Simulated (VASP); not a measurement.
A run of VASP 6.6.1 is set up as follows.

File POSCAR:

```
La
1.0
    3.6652192320      0.0000000000      0.0000000000
   -1.8326096160      3.1741729653      0.0000000000
    0.0000000000      0.0000000000      5.7890041287
La
2
Direct
    0.3333333333      0.6666666667      0.2500000000
    0.6666666667      0.3333333333      0.7500000000
```

INCAR.step1

```
PREC = Accurate
ENCUT = 520
ISMEAR = -1
SIGMA = 0.1
LREAL = False
LASPH = True
NELM = 80
NBANDS = 18
GGA = PE
ALGO = Normal
EDIFF = 1E-4
LWAVE = True
LCHARG = False
```

The input INCAR.step2:

```
PREC = Accurate
ENCUT = 520
EDIFF = 1E-6
ISMEAR = -1
SIGMA = 0.1
LREAL = False
LASPH = True
NELM = 80
ALGO = Normal
ISIF = 2
LWAVE = False
LCHARG = False
METAGGA = R2SCAN
LMIXTAU = True
NBANDS = 18
ISTART = 1
```

KPOINTS

```
Automatic mesh
0
Gamma
  11 11 6
```

Potentials or basis: VASP PAW PBE potentials, release 64 (La).

Command:

```sh
$ cat potpaw_PBE.64/La/POTCAR > POTCAR
$ cp INCAR.step1 INCAR
$ mpirun -np 1 vasp_std > vasp.out
$ cp INCAR.step2 INCAR
$ mpirun -np 1 vasp_std > vasp.out
```

Task: Estimate the pressure.

Result: 3.4 GPa.

Task: What does it give for the band gap on the k mesh?

Result: Zero (bands 11 and 12 overlap by 1.87 eV).

Stress tensor (GPa, compression positive):
```
3.28 0.00 0.00
0.00 3.28 0.00
0.00 0.00 3.64
```

Caveat: the cell stands under pressure; the PAW data sets were made with another functional, which shifts forces and pressure a little; spin-orbit coupling is left out, which moves the levels of the heavy elements.
